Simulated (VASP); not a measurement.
Wanted: the native input for a VASP 6.6.1 run.

| Property | Result |
| --- | --- |
| Task | electric field gradients |
| Functional | PBE |
| Potentials or basis | VASP PAW PBE potentials, release 64 (C) |
| Cutoff | 520 eV |
| k mesh | 19 × 19 × 6 |
| Occupations | fermi-dirac, width 0.08 eV |
| Spin | no spin polarisation |
| Dipole correction | no |
| Further INCAR settings | ALGO = Normal; EDIFF = 1e-08; NBANDS = 16 |

The structure of C lies in POSCAR:

```
C
1.0
    2.4699988104      0.0000000000      0.0000000000
   -1.2349994052      2.1390817171      0.0000000000
    0.0000000000      0.0000000000      6.7900000000
C
4
Direct
    0.0000000000      0.0000000000      0.0000000000
    0.0000000000      0.0000000000      0.5000000000
    0.3333333333      0.6666666667      0.0050000000
    0.6666666667      0.3333333333      0.5050000000
```

These files were run (other wordings do the same):

INCAR

```
SYSTEM = C
PREC = Accurate
ENCUT = 520
EDIFF = 1E-8
ISMEAR = -1
SIGMA = 0.08
LREAL = .False.
LASPH = .True.
NELM = 100
ALGO = Normal
ISIF = 2
LWAVE = .False.
LCHARG = .False.
GGA = PE
LEFG = .True.
NBANDS = 16
```

KPOINTS

```
Automatic mesh
0
Gamma
  19 19 6
  0 0 0
```

Potentials or basis: VASP PAW PBE potentials, release 64 (C).

Run with:

```bash
$ cat potpaw_PBE.64/C/POTCAR > POTCAR
$ mpirun -np 1 vasp_std > vasp.out
```

Results of the run:

| Item | Value |
| --- | --- |
| Pressure | 0.0 GPa |
| Largest force | 0.568 eV/Å |
| Band gap on the k mesh | 0.43 eV, direct |

Caveat: without QUAD_EFG the Cq values of the log hold for a quadrupole moment of 1 mb, not for the nuclei; this functional lacks dispersion, which binds the layers, so the pressure and a relaxed spacing across them are unreliable.

Run time: 38 s on 1 thread of AMD EPYC 9R45 96-Core Processor (Zen 5) (shared host), peak memory 0.15 GiB.
